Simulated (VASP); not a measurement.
# Te (Im-3m) in VASP: notebook

Runs on Te. Level: LDA. Tasks: single point, relaxation of cell and atoms.

Program: VASP 6.6.1. These are calculated values, not measurements. Logs are shortened: lines on timing, memory, paths and dates and some standing lists are left out, and cuts for length are marked.

### 1 The cell of the first run

The structure is cubic, space group Im-3m (No. 229). The conventional cell has a = 2.997 Å, b = 2.997 Å, c = 2.997 Å, α = 90.00°, β = 90.00°, γ = 90.00°. Te (site symmetry m-3m) has 14 Te at 2.60 to 3.00 Å within 3.4 Å.

### 2 Single point, LDA

INCAR reads:

```
PREC = Accurate
ENCUT = 520
EDIFF = 1E-7
ISMEAR = -1
SIGMA = 0.08
LREAL = F
LASPH = T
NELM = 80
ALGO = Normal
ISIF = 2
LWAVE = F
LCHARG = F
NBANDS = 9
```

KPOINTS reads:

```
regular mesh
0
Gamma
  17 17 17
```

POSCAR reads:

```
Te
1.0
   -1.4987254289      1.4987254289      1.4987254289
    1.4987254289     -1.4987254289      1.4987254289
    1.4987254289      1.4987254289     -1.4987254289
Te
1
Direct
    0.0000000000      0.0000000000      0.0000000000
```

Potentials or basis: VASP PAW LDA potentials, release 64 (Te).

Started as:

```sh
$ cat potpaw_LDA.64/Te/POTCAR > POTCAR
$ mpirun -np 1 vasp_std > vasp.out
```

OUTCAR:

```text
PREC = Accurate
   ENCUT = 520
   EDIFF = 1E-7
   ISMEAR = -1
   LREAL = F
   LASPH = T
   NELM = 80
   ISIF = 2

 ion  position               nearest neighbor table
   1  0.000  0.000  0.000-

  LATTYP: Found a body centered cubic cell.
 ALAT       =     2.9974508578

  Lattice vectors:

 A1 = (  -1.4987254289,   1.4987254289,   1.4987254289)
 A2 = (   1.4987254289,  -1.4987254289,   1.4987254289)
 A3 = (   1.4987254289,   1.4987254289,  -1.4987254289)

Analysis of symmetry for initial positions (statically):
=====================================================================
 Subroutine PRICEL returns:
 Original cell was already a primitive cell.

 Routine SETGRP: Setting up the symmetry group for a
 body centered cubic supercell.

 Subroutine GETGRP returns: Found 48 space group operations
 (whereof 48 operations were pure point group operations)
 out of a pool of 48 trial point group operations.

The static configuration has the point symmetry O_h .

Analysis of symmetry for dynamics (positions and initial velocities):
=====================================================================
 Subroutine PRICEL returns:
 Original cell was already a primitive cell.

 Routine SETGRP: Setting up the symmetry group for a
 body centered cubic supercell.

 Subroutine GETGRP returns: Found 48 space group operations
 (whereof 48 operations were pure point group operations)
 out of a pool of 48 trial point group operations.

The dynamic configuration has the point symmetry O_h .

 Subroutine INISYM returns: Found 48 space group operations
 (whereof 48 operations are pure point group operations),
 and found     1 'primitive' translations

----------------------------------------------------------------------------------------

                                     Primitive cell

  volume of cell :      13.4656

  direct lattice vectors                    reciprocal lattice vectors
    -1.498725429  1.498725429  1.498725429     0.000000000  0.333616812  0.333616812
     1.498725429 -1.498725429  1.498725429     0.333616812  0.000000000  0.333616812
     1.498725429  1.498725429 -1.498725429     0.333616812  0.333616812  0.000000000

  length of vectors
     2.595868589  2.595868589  2.595868589     0.471805420  0.471805420  0.471805420

  position of ions in fractional coordinates (direct lattice)
     0.000000000  0.000000000  0.000000000

  ion indices of the primitive-cell ions
   primitive index   ion index
                 1           1

----------------------------------------------------------------------------------------

 KPOINTS: regular mesh

Automatic generation of k-mesh.
 Grid dimensions read from file:
 generate k-points for:   17   17   17

 Generating k-lattice:

  Cartesian coordinates                     Fractional coordinates (reciprocal lattice)
     0.000000000  0.019624518  0.019624518     0.058823529  0.000000000  0.000000000
     0.019624518  0.000000000  0.019624518     0.000000000  0.058823529  0.000000000
     0.019624518  0.019624518  0.000000000     0.000000000  0.000000000  0.058823529

  Length of vectors
     0.027753260  0.027753260  0.027753260

  Shift w.r.t. Gamma in fractional coordinates (k-lattice)
     0.000000000  0.000000000  0.000000000

 Subroutine IBZKPT returns following result:
 ===========================================

 Found    165 irreducible k-points:

 Following reciprocal coordinates:
            Coordinates               Weight
  0.000000  0.000000  0.000000      1.000000
  0.058824  0.000000  0.000000     12.000000
  0.117647  0.000000  0.000000     12.000000
  0.176471  0.000000  0.000000     12.000000
  0.235294  0.000000  0.000000     12.000000
  0.294118  0.000000  0.000000     12.000000
[... 16 lines left out ...]
  0.411765  0.117647  0.000000     48.000000
  0.176471  0.176471  0.000000     24.000000
 [... further k-points ...]
   k-points           NKPTS =    165   k-points in BZ     NKDIM =    165   number of bands    NBANDS=      9
   number of dos      NEDOS =    301   number of ions     NIONS =      1
   total plane-waves  NPLWV =   8000
   dimension x,y,z NGX =    20 NGY =   20 NGZ =   20
   dimension x,y,z NGXF=    40 NGYF=   40 NGZF=   40
   ions per type =               1
   NGX,Y,Z   is equivalent  to a cutoff of  12.81, 12.81, 12.81 a.u.
   NGXF,Y,Z  is equivalent  to a cutoff of  25.62, 25.62, 25.62 a.u.
 SYSTEM =  unknown system
   PREC   = accura    normal or accurate (medium, high low for compatibility)
   ISTART =      0    job   : 0-new  1-cont  2-samecut
   ICHARG =      2    charge: 1-file 2-atom 10-const
   ISPIN  =      1    spin polarized calculation?
   LNONCOLLINEAR =      F non collinear calculations
   LSORBIT =      F    spin-orbit coupling
   LASPH  =      T    aspherical Exc in radial PAW
   ENCUT  =  520.0 eV  38.22 Ry    6.18 a.u.   4.83  4.83  4.83*2*pi/ulx,y,z
   NELM   =     80;   NELMIN=  2; NELMDL= -5     # of ELM steps
   EDIFF  = 0.1E-06   stopping-criterion for ELM
   LREAL  =      F    real-space projection
   EDIFFG = 0.1E-05   stopping-criterion for IOM
   NSW    =      0    number of steps for IOM
   IBRION =     -1    ionic relax: 0-MD 1-quasi-New 2-CG
   NFREE  =      0    steps in history (QN), initial steepest desc. (CG)
   ISIF   =      2    stress and relaxation
   ISYM   =      2    0-nonsym 1-usesym 2-fastsym
   POTIM  = 0.5000    time-step for ionic-motion
   TEBEG  =    0.0;   TEEND  =   0.0 temperature during run
   PSTRESS=    0.0 pullay stress
   NELECT =       6.0000    total number of electrons
   NUPDOWN=      -1.0000    fix difference up-down
   EMIN   =  10.00;   EMAX   =-10.00  energy-range for DOS
   EFERMI =   0.00;   METHOD = LEGACY
   ISMEAR =    -1;   SIGMA  =   0.08  broadening in eV -4-tet -1-fermi 0-gaus
   EFERMI_NEDOS =   21; number of points for ismear=-14 and -15
   IALGO  =     38    algorithm
   IMIX   =      4    mixing-type and parameters
     AMIX     =   0.40;   BMIX     =  1.00
     AMIX_MAG =   1.60;   BMIX_MAG =  1.00
  volume/ion in A,a.u.               =      13.47        90.87
  Fermi-wavevector in a.u.,A,eV,Ry     =   1.250403  2.362918 21.272797  1.563506
  Thomas-Fermi vector in A             =   2.384398
   LORBIT       =      0    0 simple, 1 ext, 2 COOP (PROOUT), +10 PAW based schemes
   GGA     = CA    functional components
   LHFCALC =     F    Hartree Fock is set to
   AEXX    =    0.0000 exact exchange contribution
   IVDW    =     0    specifies the selected vdW correction
   LEPSILON=     F    determine dielectric tensor
   LRPA    =     F    only Hartree local field effects (RPA)
 non-spin polarized calculation
  energy-cutoff  :      520.00
  volume of cell :       13.47
 maximum number of plane-waves:       373
   NGX =  9   NGY =  9   NGZ =  9

 number of electron       6.0000000 magnetization

 Free energy of the ion-electron system (eV)
  ---------------------------------------------------
  ext. energy  EPLUGINS =         0.00000000
  ---------------------------------------------------
  free energy    TOTEN  =         1.34525590 eV

  energy without entropy =        1.35571723  energy(sigma->0) =        1.35048657

 E-fermi :  22.7015     XC(G=0): -13.7491

 val. band max:       22.6934245293   @ k =  -0.1765   0.2353   0.0588
 cond. band min:      22.7148753435   @ k =  -0.4706  -0.4706   0.2353
 fundamental gap:      0.0214508141
 Fermi energy:        22.7014723690

 k-point     1 :       0.0000    0.0000    0.0000
  band No.  band energies     occupation
      1      -0.5356      2.00000
      2      32.0639      0.00000
      3      32.0639      0.00000
      4      32.0639      0.00000
      5      32.6036      0.00000
      6      32.6036      0.00000
      7      32.6036      0.00000
      8      34.6720      0.00000
      9      34.6720      0.00000

 k-point     2 :       0.0588    0.0000    0.0000
  band No.  band energies     occupation
      1      -0.4084      2.00000
      2      30.2733      0.00000
      3      31.1293      0.00000
      4      31.5601      0.00000
      5      32.1020      0.00000
      6      32.2147      0.00000
      7      32.6142      0.00000
      8      35.3700      0.00000
      9      35.5049      0.00000

 k-point     3 :       0.1176    0.0000    0.0000
  band No.  band energies     occupation
      1      -0.0261      2.00000
      2      27.2294      0.00000
      3      29.5559      0.00000
      4      30.3423      0.00000
      5      31.2848      0.00000
      6      31.7603      0.00000
      7      33.0035      0.00000
      8      36.0901      0.00000
      9      36.7755      0.00000

 k-point     4 :       0.1765    0.0000    0.0000
  band No.  band energies     occupation
      1       0.6130      2.00000
      2      24.0531      0.00000
      3      27.9721      0.00000
      4      29.0396      0.00000
      5      30.5361      0.00000
      6      31.2793      0.00000
      7      33.6977      0.00000
      8      36.5832      0.00000
      9      38.5006      0.00000
[... 205 lines left out ...]
 k-point    22 :       0.3529    0.1176    0.0000
  band No.  band energies     occupation
      1       6.1492      2.00000
      2      12.7381      2.00000
      3      20.8111      2.00000
      4      24.4809      0.00000
      5      30.2572      0.00000
      6      33.2913      0.00000
      7      36.1198      0.00000
      8      40.2489      0.00000
      9      42.4541      0.00000

 k-point    23 :       0.4118    0.1176    0.0000
  band No.  band energies     occupation
      1       8.0458      2.00000
      2      10.3605      2.00000
      3      20.5237      2.00000
      4      24.2232      0.00000
      5      30.1371      0.00000
      6      33.1943      0.00000
      7      37.1828      0.00000
      8      39.1915      0.00000
      9      43.1908      0.00000

 k-point    24 :       0.1765    0.1765    0.0000
  band No.  band energies     occupation
      1       2.9263      2.00000
      2      19.5159      2.00000
      3      20.7725      2.00000
      4      25.7308      0.00000
      5      31.7592      0.00000
      6      32.6168      0.00000
      7      36.2155      0.00000
      8      37.7905      0.00000
      9      40.8866      0.00000

 [... further k-points ...]

------------------------ aborting loop because EDIFF is reached ----------------------------------------

  FORCE on cell =-STRESS in cart. coord.  units (eV):
  Direction    XX          YY          ZZ          XY          YZ          ZX
  --------------------------------------------------------------------------------------
  -------------------------------------------------------------------------------------
  Total       18.8762917     18.8762917     18.8762917     -0.0000000     -0.0000000      0.0000000
  in kB     2245.9549587   2245.9549587   2245.9549587     -0.0000000     -0.0000000      0.0000000
  external PRESSURE =    2245.9549587 kB  Pullay stress =       0.0000000 kB

 VOLUME and BASIS-vectors are now :
 -----------------------------------------------------------------------------
  energy-cutoff  :      520.00
  volume of cell :       13.47
      direct lattice vectors                 reciprocal lattice vectors
    -1.498725429  1.498725429  1.498725429     0.000000000  0.333616812  0.333616812
     1.498725429 -1.498725429  1.498725429     0.333616812  0.000000000  0.333616812
     1.498725429  1.498725429 -1.498725429     0.333616812  0.333616812  0.000000000

 POSITION                                       TOTAL-FORCE (eV/Angst)
 -----------------------------------------------------------------------------------
      0.00000      0.00000      0.00000         0.000000     -0.000000     -0.000000
 -----------------------------------------------------------------------------------
    total drift:                                0.000000      0.000000     -0.000000

  FREE ENERGIE OF THE ION-ELECTRON SYSTEM (eV)
  ---------------------------------------------------
  free  energy   TOTEN  =         1.3452558991 eV

  energy  without entropy=        1.3557172341  energy(sigma->0) =        1.35048657
```

It took 8.3 s on 1 thread of Intel Xeon Platinum 8559C (Emerald Rapids), shared host; peak memory 0.13 GiB.

What came out:

```yaml
Free_energy: 1.3453 eV
Pressure: 224.6 GPa
Band_gap_on_the_k_mesh: zero (band 3 reaches 32.06 eV, above the bottom of band 4 at 14.76 eV)
```

Caveat: spin-orbit coupling is left out, which moves the levels of the heavy elements.

### 3 Single point, LDA

INCAR reads:

```
SYSTEM = Te
PREC = Accurate
ENCUT = 520
EDIFF = 1E-7
ISMEAR = -1
SIGMA = 0.08
LREAL = .False.
LASPH = .True.
NELM = 60
ALGO = Normal
ISIF = 2
LWAVE = .False.
LCHARG = .True.
GGA = CA
LELF = .True.
LVHAR = .True.
NBANDS = 9
```

KPOINTS reads:

```
Automatic mesh
0
Gamma
  17 17 17
  0 0 0
```

POSCAR is that of step 2.

Potentials or basis: VASP PAW LDA potentials, release 64 (Te).

Started as:

```sh
$ cat potpaw_LDA.64/Te/POTCAR > POTCAR
$ mpirun -np 1 vasp_std > vasp.out
```

Wall time 10 s (1 thread of Intel Xeon Platinum 8559C (Emerald Rapids), shared host); peak memory 0.13 GiB.

It converged, with:

```
Free energy            : 1.3453 eV
Pressure               : 224.6 GPa
Band gap on the k mesh : zero (band 3 reaches 32.06 eV, above the bottom of band 4 at 14.76 eV)
```

Levels at points of the mesh, in eV from the Fermi level:
```csv
k point,band 1,band 2,band 3,band 4,band 5,band 6,band 7
"(0.00, 0.00, 0.00)",-23.24,9.36,9.36,9.36,9.90,9.90,9.90
```

Caveat: spin-orbit coupling is left out, which moves the levels of the heavy elements.

### 4 Single point, LDA

This run uses another cell than the first one, of 26.61 Å³/atom, 1.976 times its volume.

INCAR reads:

```
SYSTEM = Te
PREC = Accurate
ENCUT = 520
EDIFF = 1E-7
ISMEAR = -1
SIGMA = 0.08
LREAL = .FALSE.
LASPH = .TRUE.
NELM = 100
ALGO = Normal
ISIF = 2
LWAVE = .FALSE.
LCHARG = .FALSE.
GGA = CA
NBANDS = 9
```

KPOINTS reads:

```
regular mesh
0
G
  17 17 17
  0 0 0
```

POSCAR reads:

```
Te
1.0
   -1.8807558208      1.8807558208      1.8807558208
    1.8807558208     -1.8807558208      1.8807558208
    1.8807558208      1.8807558208     -1.8807558208
Te
1
Direct
    0.0000000000      0.0000000000      0.0000000000
```

Started as:

```sh
$ cat potpaw_LDA.64/Te/POTCAR > POTCAR
$ mpirun -np 1 vasp_std > vasp.out
```

It took 8.5 s on 1 thread of Intel Xeon Platinum 8559C (Emerald Rapids), shared host; peak memory 0.15 GiB.

Results (log left out):

```
Free energy            : -3.5877 eV
Pressure               : 0.0 GPa
Band gap on the k mesh : zero (band 3 reaches 11.99 eV, above the bottom of band 4 at 5.33 eV)
```

Levels at points of the mesh, in eV from the Fermi level:
```tsv
k point	band 1	band 2	band 3	band 4	band 5	band 6	band 7	band 8
(0.00, 0.00, 0.00)	-14.51	3.22	3.22	3.22	9.90	9.90	9.90	10.54
```

Caveat: spin-orbit coupling is left out, which moves the levels of the heavy elements.

(Continued in part 2 of 2.)
